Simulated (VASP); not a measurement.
# SnS2 (P-3m1) in VASP: electric field gradients with PBEsol

Aim: the electric field gradients of SnS2 with PBEsol.

Everything below comes from runs of VASP 6.6.1. Logs are shortened: lines on timing, memory, paths and dates and some standing lists are left out, and cuts for length are marked.

## (1) The cell of the first run

The structure is trigonal, space group P-3m1 (No. 164). The conventional cell has a = 3.651 Å, b = 3.651 Å, c = 6.070 Å, α = 90.00°, β = 90.00°, γ = 120.00°. Within 3.4 Å of Sn (site symmetry -3m) lie 6 S at 2.57 Å. S (site symmetry 3m) has 3 Sn at 2.57 Å within 3.4 Å.

## (2) Electric field gradients, PBEsol

The input, INCAR:

```
SYSTEM = SnS2
PREC = Accurate ; ENCUT = 400
EDIFF = 1E-8 ; ISMEAR = 0
SIGMA = 0.01 ; LREAL = .FALSE.
LASPH = .TRUE. ; NELM = 120
ALGO = Normal ; ISIF = 2
LWAVE = .FALSE. ; LCHARG = .FALSE.
GGA = PS ; LEFG = .TRUE.
NBANDS = 20 ; GGA_COMPAT = .FALSE.
```

The input, KPOINTS:

```
Automatic mesh
0
G
  12 12 6
  0 0 0
```

The input, POSCAR:

```
SnS2
1.0
    3.6509306397      0.0000000000      0.0000000000
   -1.8254653199      3.1617986815      0.0000000000
    0.0000000000      0.0000000000      6.0699247252
Sn S
1 2
Direct
    0.0000000000      0.0000000000      0.0000000000
    0.3333333333      0.6666666667      0.2428326065
    0.6666666667      0.3333333333      0.7571673935
```

Potentials or basis: VASP PAW PBE potentials, release 64 (Sn_d, S).

On the command line:

```
$ cat potpaw_PBE.64/Sn_d/POTCAR potpaw_PBE.64/S/POTCAR > POTCAR
$ mpirun -np 1 vasp_std > vasp.out
```

OUTCAR:

```text
SYSTEM = SnS2
   PREC = Accurate
   ENCUT = 400
   EDIFF = 1E-8
   ISMEAR = 0
   LREAL = .FALSE.
   LASPH = .TRUE.
   NELM = 120
   ISIF = 2
   GGA = PS

 ion  position               nearest neighbor table
   1  0.000  0.000  0.000-   2 2.57   3 2.57   3 2.57   2 2.57   3 2.57   2 2.57
   2  0.333  0.667  0.243-   1 2.57   1 2.57   1 2.57
   3  0.667  0.333  0.757-   1 2.57   1 2.57   1 2.57

  LATTYP: Found a hexagonal cell.
 ALAT       =     3.6509306397
 C/A-ratio  =     1.6625691705

  Lattice vectors:

 A1 = (   3.6509306397,   0.0000000000,   0.0000000000)
 A2 = (  -1.8254653199,   3.1617986815,   0.0000000000)
 A3 = (   0.0000000000,   0.0000000000,   6.0699247252)

Analysis of symmetry for initial positions (statically):
=====================================================================
 Subroutine PRICEL returns:
 Original cell was already a primitive cell.

 Routine SETGRP: Setting up the symmetry group for a
 hexagonal supercell.

 Subroutine GETGRP returns: Found 12 space group operations
 (whereof 12 operations were pure point group operations)
 out of a pool of 24 trial point group operations.

The static configuration has the point symmetry D_3d.

Analysis of symmetry for dynamics (positions and initial velocities):
=====================================================================
 Subroutine PRICEL returns:
 Original cell was already a primitive cell.

 Routine SETGRP: Setting up the symmetry group for a
 hexagonal supercell.

 Subroutine GETGRP returns: Found 12 space group operations
 (whereof 12 operations were pure point group operations)
 out of a pool of 24 trial point group operations.

The dynamic configuration has the point symmetry D_3d.

 Subroutine INISYM returns: Found 12 space group operations
 (whereof 12 operations are pure point group operations),
 and found     1 'primitive' translations

----------------------------------------------------------------------------------------

                                     Primitive cell

[... 128 lines left out ...]
   NGX = 11   NGY = 11   NGZ = 19

 number of electron      26.0000003 magnetization

 Free energy of the ion-electron system (eV)
  ---------------------------------------------------
  ext. energy  EPLUGINS =         0.00000000
  ---------------------------------------------------
  free energy    TOTEN  =       -14.27232946 eV

  energy without entropy =      -14.27232946  energy(sigma->0) =      -14.27232946

 E-fermi :   4.2204     XC(G=0):  -9.6234

 val. band max:        4.1604407530   @ k =   0.1667  -0.0000   0.1667
 cond. band min:       5.5967307345   @ k =   0.5000   0.0000   0.3333
 fundamental gap:      1.4362899816
 Fermi energy:         4.2203624477

 k-point     1 :       0.0000    0.0000    0.0000
  band No.  band energies     occupation
      1     -16.5738      2.00000
      2     -16.5738      2.00000
      3     -16.5305      2.00000
      4     -16.5023      2.00000
      5     -16.5023      2.00000
      6      -9.4993      2.00000
[... 541 lines left out ...]
     19      12.9670      0.00000
     20      13.8290      0.00000

 [... further k-points ...]

------------------------ aborting loop because EDIFF is reached ----------------------------------------

  FORCE on cell =-STRESS in cart. coord.  units (eV):
  Direction    XX          YY          ZZ          XY          YZ          ZX
  --------------------------------------------------------------------------------------
  -------------------------------------------------------------------------------------
  Total       -0.0280638     -0.0280638     -0.0165588      0.0000000      0.0000000      0.0000000
  in kB       -0.6417053     -0.6417053     -0.3786324      0.0000000      0.0000000      0.0000000
  external PRESSURE =      -0.5540143 kB  Pullay stress =       0.0000000 kB

 VOLUME and BASIS-vectors are now :
 -----------------------------------------------------------------------------
  energy-cutoff  :      400.00
  volume of cell :       70.07
      direct lattice vectors                 reciprocal lattice vectors
     3.650930640  0.000000000  0.000000000     0.273902766  0.158137836  0.000000000
    -1.825465320  3.161798682  0.000000000     0.000000000  0.316275671  0.000000000
     0.000000000  0.000000000  6.069924725     0.000000000  0.000000000  0.164746689

 POSITION                                       TOTAL-FORCE (eV/Angst)
 -----------------------------------------------------------------------------------
      0.00000      0.00000      0.00000         0.000000      0.000000      0.000000
     -0.00000      2.10787      1.47398         0.000000     -0.000000      0.001898
      1.82547      1.05393      4.59595         0.000000      0.000000     -0.001898
 -----------------------------------------------------------------------------------
    total drift:                               -0.000000      0.000000      0.000000

  FREE ENERGIE OF THE ION-ELECTRON SYSTEM (eV)
  ---------------------------------------------------
  free  energy   TOTEN  =       -14.2723294579 eV

  energy  without entropy=      -14.2723294579  energy(sigma->0) =      -14.27232946

 Electric field gradients (V/A^2)
---------------------------------------------------------------------
 ion       V_xx      V_yy      V_zz      V_xy      V_xz      V_yz
---------------------------------------------------------------------
   1      -4.586    -4.589     9.175    -0.003    -0.000     0.000
   2      22.088    22.089   -44.176     0.001     0.000    -0.000
   3      22.088    22.089   -44.176     0.001     0.000    -0.000
---------------------------------------------------------------------

 Electric field gradients after diagonalization (V/A^2)
 (convention: |V_zz| > |V_xx| > |V_yy|)
----------------------------------------------------------------------
 ion       V_xx      V_yy      V_zz     asymmetry (V_yy - V_xx)/ V_zz
----------------------------------------------------------------------
   1      -4.591    -4.584     9.175       0.001
   2      22.089    22.088   -44.176       0.000
   3      22.089    22.088   -44.176       0.000
----------------------------------------------------------------------

           NMR quadrupolar parameters

 Cq : quadrupolar parameter    Cq=e*Q*V_zz/h
 eta: asymmetry parameters     (V_yy - V_xx)/ V_zz
 Q  : nuclear electric quadrupole moment in mb (millibarn)
----------------------------------------------------------------------
 ion       Cq(MHz)       eta       Q (mb)
----------------------------------------------------------------------
   1       0.022       0.001       1.000
   2      -0.107       0.000       1.000
   3      -0.107       0.000       1.000
----------------------------------------------------------------------
```

Run time: 2 min. Hardware: 1 thread of Intel Xeon 8259CL, shared host; peak memory 0.22 GiB.

What came out:

```yaml
Free_energy: -14.2723 eV
Pressure: -0.1 GPa
Band_gap_on_the_k_mesh: 1.44 eV (least direct gap 1.83 eV)
Largest_electric_field_gradient_by_atom: Sn +9.2; S -44.2 V/Å²
```

Levels at points of the mesh, in eV from the valence-band top:
```csv
k point,band 10,band 11,band 12,band 13,band 14,band 15,band 16,band 17
"(0.00, 0.00, 0.00)",-0.53,-0.21,-0.21,-0.06,1.98,3.66,5.44,5.44
"(0.50, 0.00, 0.00)",-2.55,-2.41,-0.85,-0.21,1.68,4.48,6.01,6.25
"(0.00, 0.00, 0.50)",-0.59,-0.59,-0.11,-0.11,3.05,3.71,5.25,5.25
"(0.50, 0.00, 0.50)",-2.30,-1.81,-0.61,-0.47,1.47,4.69,5.58,6.32
```

Electric field gradients, principal values (V/Å²):
```
atom   least  middle  greatest (by size)
1 Sn  -4.584  -4.591               9.175
 2 S  22.088  22.089             -44.176
 3 S  22.088  22.089             -44.176
```

Caveat: without QUAD_EFG the Cq values of the log hold for a quadrupole moment of 1 mb, not for the nuclei; the PAW data sets were made with another functional, which shifts forces and pressure a little; spin-orbit coupling is left out, which moves the levels of the heavy elements; this functional lacks dispersion, which binds the layers, so the pressure and a relaxed spacing across them are unreliable. A k mesh can miss the band edges.
